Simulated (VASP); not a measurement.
# TiCo (Pm-3m) in VASP: single point with r2SCAN

Aim: the single point of TiCo with r2SCAN.

Program: VASP 6.6.1. These are calculated values, not measurements. Logs are shortened: lines on timing, memory, paths and dates and some standing lists are left out, and cuts for length are marked.

## Step 1: The cell of the first run

It takes space group Pm-3m (No. 221, cubic). The conventional cell has a = 2.987 Å, b = 2.987 Å, c = 2.987 Å, α = 90.00°, β = 90.00°, γ = 90.00°. Within 3.4 Å of Ti (site symmetry m-3m) lie 8 Co at 2.59 Å and 6 Ti at 2.99 Å. Within 3.4 Å of Co (site symmetry m-3m) lie 8 Ti at 2.59 Å and 6 Co at 2.99 Å.

## Step 2: Single point, r2SCAN, collinear spin, ferromagnetic start

Contents of POSCAR:

```
TiCo
1.0
    2.9874422231      0.0000000000      0.0000000000
    0.0000000000      2.9874422231      0.0000000000
    0.0000000000      0.0000000000      5.9748844462
Ti Co
2 2
Direct
    0.0000000000      0.0000000000      0.0000000000
    0.0000000000      0.0000000000      0.5000000000
    0.5000000000      0.5000000000      0.2500000000
    0.5000000000      0.5000000000      0.7500000000
```

Contents of INCAR.step1:

```
SYSTEM = TiCo
ALGO     = Normal         ! electronic algorithm
EDIFF    = 1E-4           ! SCF threshold, eV
ENCUT    = 520            ! plane-wave cutoff, eV
GGA      = PE             ! functional
ISMEAR   = 0              ! smearing method
ISPIN    = 2              ! spin polarisation
LASPH    = .TRUE.         ! aspherical terms in the spheres
LCHARG   = .FALSE.        ! write CHGCAR
LMAXMIX  = 4              ! l up to which the mixer works
LREAL    = .FALSE.        ! projectors in reciprocal space
LWAVE    = .TRUE.         ! write WAVECAR
MAGMOM   = 0 0 1.5 1.5    ! initial moments
NBANDS   = 33             ! bands
NELM     = 150            ! most SCF steps
PREC     = Accurate       ! precision mode
SIGMA    = 0.05           ! smearing width, eV
```

Contents of INCAR.step2:

```
SYSTEM = TiCo
ALGO     = Normal         ! electronic algorithm
EDIFF    = 1E-7           ! SCF threshold, eV
ENCUT    = 520            ! plane-wave cutoff, eV
ISIF     = 2              ! what is computed and relaxed
ISMEAR   = 0              ! smearing method
ISPIN    = 2              ! spin polarisation
ISTART   = 1            
LASPH    = .TRUE.         ! aspherical terms in the spheres
LCHARG   = .FALSE.        ! write CHGCAR
LMAXMIX  = 4              ! l up to which the mixer works
LMIXTAU  = .TRUE.       
LORBIT   = 11             ! projections on sites
LREAL    = .FALSE.        ! projectors in reciprocal space
LWAVE    = .FALSE.        ! write WAVECAR
MAGMOM   = 0 0 1.5 1.5    ! initial moments
METAGGA  = R2SCAN         ! meta-GGA
NBANDS   = 33             ! bands
NELM     = 150            ! most SCF steps
PREC     = Accurate       ! precision mode
SIGMA    = 0.05           ! smearing width, eV
```

Contents of KPOINTS:

```
k-points
0
G
  12 12 6
  0 0 0
```

Potentials or basis: VASP PAW PBE potentials, release 64 (Ti_sv, Co).

Started as:

```console
cat potpaw_PBE.64/Ti_sv/POTCAR potpaw_PBE.64/Co/POTCAR > POTCAR
cp INCAR.step1 INCAR
mpirun -np 1 vasp_std > vasp.out
cp INCAR.step2 INCAR
mpirun -np 1 vasp_std > vasp.out
```

OUTCAR:

```text
SYSTEM = TiCo
   EDIFF = 1E-7
   ENCUT = 520
   ISIF = 2
   ISMEAR = 0
   ISPIN = 2
   ISTART = 1
   LASPH = .TRUE.
   LORBIT = 11
   LREAL = .FALSE.
   METAGGA = R2SCAN
   NELM = 150
   PREC = Accurate

 ion  position               nearest neighbor table
   1  0.000  0.000  0.000-   3 2.59   4 2.59   3 2.59   4 2.59   3 2.59   4 2.59   3 2.59   4 2.59

   2  0.000  0.000  0.500-   3 2.59   4 2.59   3 2.59   4 2.59   3 2.59   4 2.59   3 2.59   4 2.59

   3  0.500  0.500  0.250-   1 2.59   2 2.59   1 2.59   2 2.59   1 2.59   2 2.59   1 2.59   2 2.59
                             4 2.99   4 2.99
   4  0.500  0.500  0.750-   1 2.59   2 2.59   1 2.59   2 2.59   1 2.59   2 2.59   1 2.59   2 2.59
                             3 2.99   3 2.99

  LATTYP: Found a simple tetragonal cell.
 ALAT       =     2.9874422231
 C/A-ratio  =     2.0000000000

  Lattice vectors:

 A1 = (   2.9874422231,   0.0000000000,   0.0000000000)
 A2 = (   0.0000000000,   2.9874422231,   0.0000000000)
 A3 = (   0.0000000000,   0.0000000000,   5.9748844462)

Analysis of symmetry for initial positions (statically):
=====================================================================
 Subroutine PRICEL returns following result:

  LATTYP: Found a simple cubic cell.
 ALAT       =     2.9874422231
[... 12 lines left out ...]
 Subroutine GETGRP returns: Found 16 space group operations
 (whereof 16 operations were pure point group operations)
 out of a pool of 16 trial point group operations.

The static configuration has the point symmetry D_4h.

Analysis of symmetry for dynamics (positions and initial velocities):
=====================================================================
 Subroutine PRICEL returns following result:

  LATTYP: Found a simple cubic cell.
 ALAT       =     2.9874422231
[... 12 lines left out ...]
 Subroutine GETGRP returns: Found 16 space group operations
 (whereof 16 operations were pure point group operations)
 out of a pool of 16 trial point group operations.

The dynamic configuration has the point symmetry D_4h.

Analysis of structural, dynamic, and magnetic symmetry:
=====================================================================
 Subroutine PRICEL returns following result:

  LATTYP: Found a simple cubic cell.
 ALAT       =     2.9874422231
[... 12 lines left out ...]
 Subroutine GETGRP returns: Found 16 space group operations
 (whereof 16 operations were pure point group operations)
 out of a pool of 16 trial point group operations.

The overall configuration has the point symmetry D_4h.

 Subroutine INISYM returns: Found 16 space group operations
 (whereof 16 operations are pure point group operations),
 and found     2 'primitive' translations

----------------------------------------------------------------------------------------

                                     Primitive cell

  volume of cell :      26.6624

  direct lattice vectors                    reciprocal lattice vectors
     2.987442223  0.000000000  0.000000000     0.334734507  0.000000000  0.000000000
     0.000000000  2.987442223  0.000000000     0.000000000  0.334734507  0.000000000
     0.000000000  0.000000000  2.987442223     0.000000000  0.000000000  0.334734507

  length of vectors
     2.987442223  2.987442223  2.987442223     0.334734507  0.334734507  0.334734507

  position of ions in fractional coordinates (direct lattice)
     0.000000000  0.000000000  0.000000000
     0.500000000  0.500000000  0.500000000

  ion indices of the primitive-cell ions
   primitive index   ion index
                 1           1
                 2           3

----------------------------------------------------------------------------------------

 KPOINTS: k-points

Automatic generation of k-mesh.
 Grid dimensions read from file:
 generate k-points for:   12   12    6

 Generating k-lattice:

  Cartesian coordinates                     Fractional coordinates (reciprocal lattice)
     0.027894542  0.000000000  0.000000000     0.083333333  0.000000000  0.000000000
     0.000000000  0.027894542  0.000000000     0.000000000  0.083333333  0.000000000
     0.000000000  0.000000000  0.027894542     0.000000000  0.000000000  0.166666667

  Length of vectors
     0.027894542  0.027894542  0.027894542

  Shift w.r.t. Gamma in fractional coordinates (k-lattice)
     0.000000000  0.000000000  0.000000000

 Subroutine IBZKPT returns following result:
 ===========================================

 Found    112 irreducible k-points:

 Following reciprocal coordinates:
            Coordinates               Weight
  0.000000  0.000000  0.000000      1.000000
  0.083333  0.000000  0.000000      4.000000
  0.166667  0.000000  0.000000      4.000000
  0.250000  0.000000  0.000000      4.000000
  0.333333  0.000000  0.000000      4.000000
  0.416667  0.000000  0.000000      4.000000
[... 16 lines left out ...]
  0.333333  0.333333  0.000000      4.000000
  0.416667  0.333333  0.000000      8.000000
 [... further k-points ...]
   k-points           NKPTS =    112   k-points in BZ     NKDIM =    112   number of bands    NBANDS=     33
   number of dos      NEDOS =    301   number of ions     NIONS =      4
   total plane-waves  NPLWV =  27648
   dimension x,y,z NGX =    24 NGY =   24 NGZ =   48
   dimension x,y,z NGXF=    48 NGYF=   48 NGZF=   96
   ions per type =               2   2
   NGX,Y,Z   is equivalent  to a cutoff of  13.36, 13.36, 13.36 a.u.
   NGXF,Y,Z  is equivalent  to a cutoff of  26.71, 26.71, 26.71 a.u.
 SYSTEM =  TiCo
   PREC   = accura    normal or accurate (medium, high low for compatibility)
   ISTART =      1    job   : 0-new  1-cont  2-samecut
   ICHARG =      0    charge: 1-file 2-atom 10-const
   ISPIN  =      2    spin polarized calculation?
   LNONCOLLINEAR =      F non collinear calculations
   LSORBIT =      F    spin-orbit coupling
   LASPH  =      T    aspherical Exc in radial PAW
   ENCUT  =  520.0 eV  38.22 Ry    6.18 a.u.   5.55  5.55 11.11*2*pi/ulx,y,z
   NELM   =    150;   NELMIN=  2; NELMDL=  0     # of ELM steps
   EDIFF  = 0.1E-06   stopping-criterion for ELM
   LREAL  =      F    real-space projection
   EDIFFG = 0.1E-05   stopping-criterion for IOM
   NSW    =      0    number of steps for IOM
   IBRION =     -1    ionic relax: 0-MD 1-quasi-New 2-CG
   NFREE  =      0    steps in history (QN), initial steepest desc. (CG)
   ISIF   =      2    stress and relaxation
   ISYM   =      2    0-nonsym 1-usesym 2-fastsym
   POTIM  = 0.5000    time-step for ionic-motion
   TEBEG  =    0.0;   TEEND  =   0.0 temperature during run
   PSTRESS=    0.0 pullay stress
   NELECT =      42.0000    total number of electrons
   NUPDOWN=      -1.0000    fix difference up-down
   EMIN   =  10.00;   EMAX   =-10.00  energy-range for DOS
   EFERMI =   0.00;   METHOD = LEGACY
   ISMEAR =     0;   SIGMA  =   0.05  broadening in eV -4-tet -1-fermi 0-gaus
   EFERMI_NEDOS =   21; number of points for ismear=-14 and -15
   IALGO  =     38    algorithm
   IMIX   =      4    mixing-type and parameters
     AMIX     =   0.40;   BMIX     =  1.00
     AMIX_MAG =   1.60;   BMIX_MAG =  1.00
  volume/ion in A,a.u.               =      13.33        89.96
  Fermi-wavevector in a.u.,A,eV,Ry     =   1.511872  2.857024 31.099619  2.285758
  Thomas-Fermi vector in A             =   2.621872
   LORBIT       =     11    0 simple, 1 ext, 2 COOP (PROOUT), +10 PAW based schemes
   METAGGA = R2SCAN    functional components
   LHFCALC =     F    Hartree Fock is set to
   AEXX    =    0.0000 exact exchange contribution
   IVDW    =     0    specifies the selected vdW correction
   LEPSILON=     F    determine dielectric tensor
   LRPA    =     F    only Hartree local field effects (RPA)
 spin polarized calculation
 Gauss-broadening in eV      SIGMA  =   0.05
  energy-cutoff  :      520.00
  volume of cell :       53.32
 maximum number of plane-waves:      1461
 NGX is ok and might be reduce to    24
   NGX = 11   NGY = 11   NGZ = 23

 number of electron      41.9999968 magnetization       1.7938606

 Free energy of the ion-electron system (eV)
  ---------------------------------------------------
  ext. energy  EPLUGINS =         0.00000000
  ---------------------------------------------------
  free energy    TOTEN  =       -54.03981283 eV

  energy without entropy =      -54.03590938  energy(sigma->0) =      -54.03786110

 E-fermi :   9.8737     XC(G=0): -13.6332

 val. band max:        9.8652097439   @ k =   0.0000   0.0000   0.3333
 cond. band min:       9.9028571663   @ k =   0.2500   0.2500   0.1667
 fundamental gap:      0.0376474224
 Fermi energy:         9.8736882421

 spin component 1

 k-point     1 :       0.0000    0.0000    0.0000
  band No.  band energies     occupation
      1     -49.4526      1.00000
      2     -49.4206      1.00000
      3     -24.8065      1.00000
      4     -24.5058      1.00000
      5     -24.5058      1.00000
      6     -24.5058      1.00000
[... 853 lines left out ...]
     32      16.0688      0.00000
     33      17.9504      0.00000

 [... further k-points ...]

 spin component 2

 k-point     1 :       0.0000    0.0000    0.0000
  band No.  band energies     occupation
      1     -49.7471      1.00000
      2     -49.7128      1.00000
      3     -25.1092      1.00000
      4     -24.7895      1.00000
      5     -24.7895      1.00000
      6     -24.7895      1.00000
[... 853 lines left out ...]
     32      15.9606      0.00000
     33      18.4160      0.00000

 [... further k-points ...]

------------------------ aborting loop because EDIFF is reached ----------------------------------------

  FORCE on cell =-STRESS in cart. coord.  units (eV):
  Direction    XX          YY          ZZ          XY          YZ          ZX
  --------------------------------------------------------------------------------------
  -------------------------------------------------------------------------------------
  Total        0.1545355      0.1545355      0.1533290      0.0000000      0.0000000      0.0000000
  in kB        4.6431242      4.6431242      4.6068747      0.0000000      0.0000000      0.0000000
  external PRESSURE =       4.6310410 kB  Pullay stress =       0.0000000 kB

 VOLUME and BASIS-vectors are now :
 -----------------------------------------------------------------------------
  energy-cutoff  :      520.00
  volume of cell :       53.32
      direct lattice vectors                 reciprocal lattice vectors
     2.987442223  0.000000000  0.000000000     0.334734507  0.000000000  0.000000000
     0.000000000  2.987442223  0.000000000     0.000000000  0.334734507  0.000000000
     0.000000000  0.000000000  5.974884446     0.000000000  0.000000000  0.167367254

 POSITION                                       TOTAL-FORCE (eV/Angst)
 -----------------------------------------------------------------------------------
      0.00000      0.00000      0.00000         0.000000     -0.000000      0.000000
      0.00000      0.00000      2.98744         0.000000     -0.000000      0.000000
      1.49372      1.49372      1.49372         0.000000      0.000000      0.000000
      1.49372      1.49372      4.48116         0.000000      0.000000      0.000000
 -----------------------------------------------------------------------------------
    total drift:                                0.000000     -0.000000     -0.000000

  FREE ENERGIE OF THE ION-ELECTRON SYSTEM (eV)
  ---------------------------------------------------
  free  energy   TOTEN  =       -54.0398128268 eV

  energy  without entropy=      -54.0359093796  energy(sigma->0) =      -54.03786110

 total charge

# of ion       s       p       d       tot
------------------------------------------
    1        2.244   6.197   1.802  10.243
    2        2.244   6.197   1.802  10.243
    3        0.559   0.524   7.238   8.321
    4        0.559   0.524   7.238   8.321
--------------------------------------------------
tot          5.605  13.444  18.080  37.128

 magnetization (x)

# of ion       s       p       d       tot
------------------------------------------
    1       -0.008  -0.039  -0.233  -0.279
    2       -0.008  -0.039  -0.233  -0.279
    3        0.044  -0.032   1.367   1.379
    4        0.044  -0.032   1.367   1.379
--------------------------------------------------
tot          0.072  -0.143   2.269   2.198
```

Wall time 40 min (1 thread of Oxide Virtual Turin-like, shared host); peak memory 0.37 GiB.

What came out:

```yaml
Free_energy: -54.0398 eV
Pressure: 0.5 GPa
Net_moment: 1.79 μB per cell
Site_moments: Ti -0.28; Co +1.38 μB
Valence_electrons_inside_the_program's_atomic_spheres: Ti 10.24; Co 8.32
```

Caveat: the PAW data sets were made with another functional, which shifts forces and pressure a little.
